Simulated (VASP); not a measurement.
# ZnS (Fm-3m) in VASP: further runs

Runs on ZnS. Level: r2SCAN. Tasks: single point.

Program: VASP 6.6.1. These are calculated values, not measurements. Logs are shortened: lines on timing, memory, paths and dates and some standing lists are left out, and cuts for length are marked.

**1. The cell of the first run**

It takes space group Fm-3m (No. 225, cubic). Conventional cell: a = 4.959 Å, b = 4.959 Å, c = 4.959 Å, α = 90.00°, β = 90.00°, γ = 90.00°. Zn (site symmetry m-3m) has 6 S at 2.48 Å within 3.3 Å. Within 3.3 Å of S (site symmetry m-3m) lie 6 Zn at 2.48 Å.

**2. Single point, r2SCAN (volume changed by -6%)**

POSCAR

```
ZnS
1.0
    0.0000000000      2.4793547193      2.4793547193
    2.4793547193      0.0000000000      2.4793547193
    2.4793547193      2.4793547193      0.0000000000
Zn S
1 1
Direct
    0.0000000000      0.0000000000      0.0000000000
    0.5000000000      0.5000000000      0.5000000000
```

INCAR.step1

```
SYSTEM = ZnS
  ALGO = Normal
  EDIFF = 1E-4
  ENCUT = 520
  GGA = PE
  ISMEAR = -1
  LASPH = .TRUE.
  LCHARG = .FALSE.
  LREAL = .FALSE.
  LWAVE = .TRUE.
  NBANDS = 16
  NELM = 100
  PREC = Accurate
  SIGMA = 0.02
```

INCAR.step2

```
SYSTEM = ZnS
  ALGO = Normal
  EDIFF = 1E-7
  ENCUT = 520
  ISIF = 2
  ISMEAR = -1
  ISTART = 1
  LASPH = .TRUE.
  LCHARG = .FALSE.
  LMIXTAU = .TRUE.
  LREAL = .FALSE.
  LWAVE = .FALSE.
  METAGGA = R2SCAN
  NBANDS = 16
  NELM = 100
  PREC = Accurate
  SIGMA = 0.02
```

KPOINTS

```
k-points
0
G
  8 8 8
  0 0 0
```

Potentials or basis: VASP PAW PBE potentials, release 64 (Zn, S).

Started as:

```bash
$ cat potpaw_PBE.64/Zn/POTCAR potpaw_PBE.64/S/POTCAR > POTCAR
$ cp INCAR.step1 INCAR
$ mpirun -np 1 vasp_std > vasp.out
$ cp INCAR.step2 INCAR
$ mpirun -np 1 vasp_std > vasp.out
```

OUTCAR:

```text
SYSTEM = ZnS
   EDIFF = 1E-7
   ENCUT = 520
   ISIF = 2
   ISMEAR = -1
   ISTART = 1
   LASPH = .TRUE.
   LREAL = .FALSE.
   METAGGA = R2SCAN
   NELM = 100
   PREC = Accurate

 ion  position               nearest neighbor table
   1  0.000  0.000  0.000-   2 2.48   2 2.48   2 2.48   2 2.48   2 2.48   2 2.48
   2  0.500  0.500  0.500-   1 2.48   1 2.48   1 2.48   1 2.48   1 2.48   1 2.48

  LATTYP: Found a face centered cubic cell.
 ALAT       =     4.9587094386

  Lattice vectors:

 A1 = (   0.0000000000,   2.4793547193,   2.4793547193)
 A2 = (   2.4793547193,   0.0000000000,   2.4793547193)
 A3 = (   2.4793547193,   2.4793547193,   0.0000000000)

Analysis of symmetry for initial positions (statically):
[... 33 lines left out ...]
                                     Primitive cell

  volume of cell :      30.4822

  direct lattice vectors                    reciprocal lattice vectors
     0.000000000  2.479354719  2.479354719    -0.201665375  0.201665375  0.201665375
     2.479354719  0.000000000  2.479354719     0.201665375 -0.201665375  0.201665375
     2.479354719  2.479354719  0.000000000     0.201665375  0.201665375 -0.201665375

  length of vectors
     3.506337070  3.506337070  3.506337070     0.349294676  0.349294676  0.349294676

  position of ions in fractional coordinates (direct lattice)
     0.000000000  0.000000000  0.000000000
     0.500000000  0.500000000  0.500000000

  ion indices of the primitive-cell ions
   primitive index   ion index
                 1           1
                 2           2

----------------------------------------------------------------------------------------

 KPOINTS: k-points

Automatic generation of k-mesh.
 Grid dimensions read from file:
 generate k-points for:    8    8    8

 Generating k-lattice:

  Cartesian coordinates                     Fractional coordinates (reciprocal lattice)
    -0.025208172  0.025208172  0.025208172     0.125000000  0.000000000  0.000000000
     0.025208172 -0.025208172  0.025208172     0.000000000  0.125000000  0.000000000
     0.025208172  0.025208172 -0.025208172     0.000000000  0.000000000  0.125000000

  Length of vectors
     0.043661835  0.043661835  0.043661835

  Shift w.r.t. Gamma in fractional coordinates (k-lattice)
     0.000000000  0.000000000  0.000000000

 Subroutine IBZKPT returns following result:
 ===========================================

[... 42 lines left out ...]
   LNONCOLLINEAR =      F non collinear calculations
   LSORBIT =      F    spin-orbit coupling
   LASPH  =      T    aspherical Exc in radial PAW
   ENCUT  =  520.0 eV  38.22 Ry    6.18 a.u.   6.52  6.52  6.52*2*pi/ulx,y,z
   NELM   =    100;   NELMIN=  2; NELMDL=  0     # of ELM steps
   EDIFF  = 0.1E-06   stopping-criterion for ELM
   LREAL  =      F    real-space projection
   EDIFFG = 0.1E-05   stopping-criterion for IOM
   NSW    =      0    number of steps for IOM
   IBRION =     -1    ionic relax: 0-MD 1-quasi-New 2-CG
   NFREE  =      0    steps in history (QN), initial steepest desc. (CG)
   ISIF   =      2    stress and relaxation
   ISYM   =      2    0-nonsym 1-usesym 2-fastsym
   POTIM  = 0.5000    time-step for ionic-motion
   TEBEG  =    0.0;   TEEND  =   0.0 temperature during run
   PSTRESS=    0.0 pullay stress
   NELECT =      18.0000    total number of electrons
   NUPDOWN=      -1.0000    fix difference up-down
   EMIN   =  10.00;   EMAX   =-10.00  energy-range for DOS
   EFERMI =   0.00;   METHOD = LEGACY
   ISMEAR =    -1;   SIGMA  =   0.02  broadening in eV -4-tet -1-fermi 0-gaus
   EFERMI_NEDOS =   21; number of points for ismear=-14 and -15
   IALGO  =     38    algorithm
   IMIX   =      4    mixing-type and parameters
     AMIX     =   0.40;   BMIX     =  1.00
     AMIX_MAG =   1.60;   BMIX_MAG =  1.00
  volume/ion in A,a.u.               =      15.24       102.85
  Fermi-wavevector in a.u.,A,eV,Ry     =   1.373463  2.595469 25.666043  1.886401
  Thomas-Fermi vector in A             =   2.498978
   LORBIT       =      0    0 simple, 1 ext, 2 COOP (PROOUT), +10 PAW based schemes
   METAGGA = R2SCAN    functional components
   LHFCALC =     F    Hartree Fock is set to
   AEXX    =    0.0000 exact exchange contribution
   IVDW    =     0    specifies the selected vdW correction
   LEPSILON=     F    determine dielectric tensor
   LRPA    =     F    only Hartree local field effects (RPA)
 non-spin polarized calculation
  energy-cutoff  :      520.00
  volume of cell :       30.48
 maximum number of plane-waves:       869
 NGX is ok and might be reduce to    28
   NGX = 13   NGY = 13   NGZ = 13

 number of electron      17.9999992 magnetization

 Free energy of the ion-electron system (eV)
  ---------------------------------------------------
  ext. energy  EPLUGINS =         0.00000000
  ---------------------------------------------------
  free energy    TOTEN  =       -18.19512884 eV

  energy without entropy =      -18.19490189  energy(sigma->0) =      -18.19501536

 E-fermi :   4.5964     XC(G=0): -11.8947

 val. band max:        4.5119920183   @ k =  -0.2500   0.1250   0.0000
 cond. band min:       4.6370012867   @ k =   0.5000   0.5000   0.0000
 fundamental gap:      0.1250092684
 Fermi energy:         4.5964132035

 k-point     1 :       0.0000    0.0000    0.0000
  band No.  band energies     occupation
      1     -10.5080      2.00000
      2      -2.1571      2.00000
      3      -2.1571      2.00000
      4      -2.1127      2.00000
      5      -2.1127      2.00000
      6      -2.1127      2.00000
[... 433 lines left out ...]
      3      -2.4678      2.00000
      4      -2.4089      2.00000
      5      -1.9081      2.00000
      6      -1.8808      2.00000
[... 8 lines left out ...]
     15      18.4689      0.00000
     16      21.6497      0.00000

 [... further k-points ...]

------------------------ aborting loop because EDIFF is reached ----------------------------------------

  FORCE on cell =-STRESS in cart. coord.  units (eV):
  Direction    XX          YY          ZZ          XY          YZ          ZX
  --------------------------------------------------------------------------------------
  -------------------------------------------------------------------------------------
  Total        1.3586522      1.3586522      1.3586522     -0.0000000     -0.0000000      0.0000000
  in kB       71.4122771     71.4122771     71.4122771     -0.0000000     -0.0000000      0.0000000
  external PRESSURE =      71.4122771 kB  Pullay stress =       0.0000000 kB

 VOLUME and BASIS-vectors are now :
 -----------------------------------------------------------------------------
  energy-cutoff  :      520.00
  volume of cell :       30.48
      direct lattice vectors                 reciprocal lattice vectors
     0.000000000  2.479354719  2.479354719    -0.201665375  0.201665375  0.201665375
     2.479354719  0.000000000  2.479354719     0.201665375 -0.201665375  0.201665375
     2.479354719  2.479354719  0.000000000     0.201665375  0.201665375 -0.201665375

 POSITION                                       TOTAL-FORCE (eV/Angst)
 -----------------------------------------------------------------------------------
      0.00000      0.00000      0.00000        -0.000000      0.000000     -0.000000
      2.47935      2.47935      2.47935         0.000000     -0.000000      0.000000
 -----------------------------------------------------------------------------------
    total drift:                               -0.000000      0.000000      0.000000

  FREE ENERGIE OF THE ION-ELECTRON SYSTEM (eV)
  ---------------------------------------------------
  free  energy   TOTEN  =       -18.1951288358 eV

  energy  without entropy=      -18.1949018881  energy(sigma->0) =      -18.19501536
```

OUTCAR.step1:

```text
SYSTEM = ZnS
   EDIFF = 1E-4
   ENCUT = 520
   GGA = PE
   ISMEAR = -1
   LASPH = .TRUE.
   LREAL = .FALSE.
[... 676 lines left out ...]
      0.00000      0.00000      0.00000        -0.000000     -0.000000     -0.000000
      2.47935      2.47935      2.47935         0.000000      0.000000      0.000000
 -----------------------------------------------------------------------------------
    total drift:                               -0.000000      0.000000      0.000000

  FREE ENERGIE OF THE ION-ELECTRON SYSTEM (eV)
  ---------------------------------------------------
  free  energy   TOTEN  =        -6.1402534420 eV

  energy  without entropy=       -6.1395406292  energy(sigma->0) =       -6.13989704
```

It took 2.9 min on 1 thread of Intel Xeon Platinum 8259CL at 2.50GHz (Skylake/Cascade Lake), shared host; peak memory 0.16 GiB.

What came out:

```yaml
Free_energy: -18.1951 eV
Pressure: 7.1 GPa
Band_gap_on_the_k_mesh: 0.12 eV, indirect (least direct gap 3.03 eV)
```

Caveat: the cell differs from its parent crystal (volume changed by -6%); the PAW data sets were made with another functional, which shifts forces and pressure a little. A k mesh can miss the band edges.

**3. Single point, r2SCAN (volume changed by -3%)**

POSCAR

```
ZnS
1.0
    0.0000000000      2.5054551081      2.5054551081
    2.5054551081      0.0000000000      2.5054551081
    2.5054551081      2.5054551081      0.0000000000
Zn S
1 1
Direct
    0.0000000000      0.0000000000      0.0000000000
    0.5000000000      0.5000000000      0.5000000000
```

INCAR.step1

```
SYSTEM = ZnS
  ALGO = Normal
  EDIFF = 1E-4
  ENCUT = 520
  GGA = PE
  ISMEAR = -1
  LASPH = .True.
  LCHARG = .False.
  LREAL = .False.
  LWAVE = .True.
  NBANDS = 16
  NELM = 60
  PREC = Accurate
  SIGMA = 0.02
```

INCAR.step2

```
SYSTEM = ZnS
  ALGO = Normal
  EDIFF = 1E-7
  ENCUT = 520
  ISIF = 2
  ISMEAR = -1
  ISTART = 1
  LASPH = .True.
  LCHARG = .False.
  LMIXTAU = .True.
  LREAL = .False.
  LWAVE = .False.
  METAGGA = R2SCAN
  NBANDS = 16
  NELM = 60
  PREC = Accurate
  SIGMA = 0.02
```

KPOINTS

```
k-points
0
Gamma
  8 8 8
  0 0 0
```

Potentials or basis: VASP PAW PBE potentials, release 64 (Zn, S).

Started as:

```bash
$ cat potpaw_PBE.64/Zn/POTCAR potpaw_PBE.64/S/POTCAR > POTCAR
$ cp INCAR.step1 INCAR
$ mpirun -np 1 vasp_std > vasp.out
$ cp INCAR.step2 INCAR
$ mpirun -np 1 vasp_std > vasp.out
```

Wall time 2.6 min (1 thread of Intel Xeon Platinum 8259CL at 2.50GHz (Skylake/Cascade Lake), shared host); peak memory 0.17 GiB.

It converged, with:

| Quantity | Value |
| --- | --- |
| Free energy | -18.2264 eV |
| Pressure | 3.4 GPa |
| Band gap on the k mesh | 0.14 eV, indirect (least direct gap 2.90 eV) |

Levels at points of the mesh, in eV from the valence-band top:
```
           k point  band 7  band 8  band 9  band 10  band 11  band 12
(0.00, 0.00, 0.00)   -0.66   -0.66   -0.66     2.92     9.54     9.54
(0.50, 0.00, 0.00)   -5.59   -0.09   -0.09     4.47     6.03     6.03
(0.50, 0.50, 0.00)   -5.66   -2.76   -2.76     0.14     5.74    13.32
```

Caveat: the cell differs from its parent crystal (volume changed by -3%); the PAW data sets were made with another functional, which shifts forces and pressure a little. A k mesh can miss the band edges.

**4. Single point, r2SCAN**

This run uses another cell than the first one, of 16.21 Å³/atom, 1.064 times its volume.

POSCAR

```
ZnS
1.0
    0.0000000000      2.5310227424      2.5310227424
    2.5310227424      0.0000000000      2.5310227424
    2.5310227424      2.5310227424      0.0000000000
Zn S
1 1
Direct
    0.0000000000      0.0000000000      0.0000000000
    0.5000000000      0.5000000000      0.5000000000
```

INCAR.step1

```
SYSTEM = ZnS
PREC = Accurate ; ENCUT = 520
ISMEAR = -1 ; SIGMA = 0.02
LREAL = .False. ; LASPH = .True.
NELM = 80 ; NBANDS = 16
GGA = PE ; ALGO = Normal
EDIFF = 1E-4 ; LWAVE = .True.
LCHARG = .False.
```

INCAR.step2

```
SYSTEM = ZnS
PREC = Accurate ; ENCUT = 520
EDIFF = 1E-7 ; ISMEAR = -1
SIGMA = 0.02 ; LREAL = .False.
LASPH = .True. ; NELM = 80
ALGO = Normal ; ISIF = 2
LWAVE = .False. ; LCHARG = .False.
METAGGA = R2SCAN ; LMIXTAU = .True.
NBANDS = 16 ; ISTART = 1
```

KPOINTS

```
regular mesh
0
Gamma
  8 8 8
  0 0 0
```

Potentials or basis: VASP PAW PBE potentials, release 64 (Zn, S).

Started as:

```bash
$ cat potpaw_PBE.64/Zn/POTCAR potpaw_PBE.64/S/POTCAR > POTCAR
$ cp INCAR.step1 INCAR
$ mpirun -np 1 vasp_std > vasp.out
$ cp INCAR.step2 INCAR
$ mpirun -np 1 vasp_std > vasp.out
```

OUTCAR:

```text
SYSTEM = ZnS
   PREC = Accurate
   ENCUT = 520
   EDIFF = 1E-7
   ISMEAR = -1
   LREAL = .False.
   LASPH = .True.
   NELM = 80
   ISIF = 2
   METAGGA = R2SCAN
   ISTART = 1

 ion  position               nearest neighbor table
   1  0.000  0.000  0.000-   2 2.53   2 2.53   2 2.53   2 2.53   2 2.53   2 2.53
   2  0.500  0.500  0.500-   1 2.53   1 2.53   1 2.53   1 2.53   1 2.53   1 2.53

  LATTYP: Found a face centered cubic cell.
 ALAT       =     5.0620454848

[... 642 lines left out ...]
 [... further k-points ...]

------------------------ aborting loop because EDIFF is reached ----------------------------------------

  FORCE on cell =-STRESS in cart. coord.  units (eV):
  Direction    XX          YY          ZZ          XY          YZ          ZX
  --------------------------------------------------------------------------------------
  -------------------------------------------------------------------------------------
  Total        0.0413963      0.0413963      0.0413963      0.0000000      0.0000000      0.0000000
  in kB        2.0452850      2.0452850      2.0452850      0.0000000      0.0000000      0.0000000
  external PRESSURE =       2.0452850 kB  Pullay stress =       0.0000000 kB

 VOLUME and BASIS-vectors are now :
 -----------------------------------------------------------------------------
  energy-cutoff  :      520.00
  volume of cell :       32.43
      direct lattice vectors                 reciprocal lattice vectors
     0.000000000  2.531022742  2.531022742    -0.197548600  0.197548600  0.197548600
     2.531022742  0.000000000  2.531022742     0.197548600 -0.197548600  0.197548600
     2.531022742  2.531022742  0.000000000     0.197548600  0.197548600 -0.197548600

 POSITION                                       TOTAL-FORCE (eV/Angst)
 -----------------------------------------------------------------------------------
      0.00000      0.00000      0.00000         0.000000      0.000000      0.000000
      2.53102      2.53102      2.53102         0.000000      0.000000     -0.000000
 -----------------------------------------------------------------------------------
    total drift:                               -0.000000      0.000000      0.000000

  FREE ENERGIE OF THE ION-ELECTRON SYSTEM (eV)
  ---------------------------------------------------
  free  energy   TOTEN  =       -18.2367612318 eV

  energy  without entropy=      -18.2365980900  energy(sigma->0) =      -18.23667966
```

OUTCAR.step1:

```text
SYSTEM = ZnS
   PREC = Accurate
   ENCUT = 520
   ISMEAR = -1
   LREAL = .False.
   LASPH = .True.
[... 676 lines left out ...]
      0.00000      0.00000      0.00000        -0.000000     -0.000000      0.000000
      2.53102      2.53102      2.53102         0.000000      0.000000     -0.000000
 -----------------------------------------------------------------------------------
    total drift:                               -0.000000      0.000000      0.000000

  FREE ENERGIE OF THE ION-ELECTRON SYSTEM (eV)
  ---------------------------------------------------
  free  energy   TOTEN  =        -6.2094818298 eV

  energy  without entropy=       -6.2087688710  energy(sigma->0) =       -6.20912535
```

It took 1.8 min on 1 thread of Intel Xeon Platinum 8259CL at 2.50GHz (Skylake/Cascade Lake), shared host; peak memory 0.17 GiB.

What came out:

```yaml
Free_energy: -18.2368 eV
Pressure: 0.2 GPa
Band_gap_on_the_k_mesh: 0.14 eV, indirect (least direct gap 2.77 eV)
```

Caveat: the PAW data sets were made with another functional, which shifts forces and pressure a little.

**5. Summary**

```tsv
cell	gap on the mesh (eV)	pressure (GPa)
a = 3.506 Å, angles 60.0°, 2 atoms	0.12	7.1
a = 3.543 Å, angles 60.0°, 2 atoms	0.14	3.4
a = 3.579 Å, angles 60.0°, 2 atoms	0.14	0.2
```

Alike in all rows: task single point; level r2SCAN; potentials or basis VASP PAW PBE potentials, release 64 (Zn, S); no spin polarisation; k mesh 8 × 8 × 8; cutoff (eV) 520; smearing fermi-dirac 0.02 eV.

Caveats: the PAW data sets were made with another functional, which shifts forces and pressure a little.

Total energies depend on the potentials used, so only differences within one code and one set of settings carry meaning.
